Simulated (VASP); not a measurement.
A run of VASP 6.6.1:

File INCAR:

```
PREC = Accurate ; ENCUT = 520
EDIFF = 1E-6 ; ISMEAR = -1
SIGMA = 0.05 ; LREAL = F
LASPH = T ; NELM = 80
ALGO = Normal ; ISIF = 2
LWAVE = F ; LCHARG = F
GGA = PS ; IVDW = 13
NBANDS = 32
```

File KPOINTS:

```
Automatic mesh
0
Gamma
  6 6 6
```

File POSCAR:

```
Sn3Se
1.0
    4.6117981064      0.0000000000      0.0000000000
    0.0000000000      4.6117981064      0.0000000000
    0.0000000000      0.0000000000      4.6117981064
Sn Se
3 1
Direct
    0.5000000000      0.5000000000      0.0000000000
    0.5000000000      0.0000000000      0.5000000000
    0.0000000000      0.5000000000      0.5000000000
    0.0000000000      0.0000000000      0.0000000000
```

Potentials or basis: VASP PAW PBE potentials, release 64 (Sn_d, Se).

Run with:

```bash
$ cat potpaw_PBE.64/Sn_d/POTCAR potpaw_PBE.64/Se/POTCAR > POTCAR
$ mpirun -np 1 vasp_std > vasp.out
```

Hardware: 1 thread of Intel(R) Xeon(R) 6975P-C (Granite Rapids), on a shared host.

**Question.** Estimate the wall time of this run.

**Answer.** Run time: 18 s on 1 thread of Intel(R) Xeon(R) 6975P-C (Granite Rapids) (shared host), peak memory 0.22 GiB. Counts: scf iterations 12, k points 20.
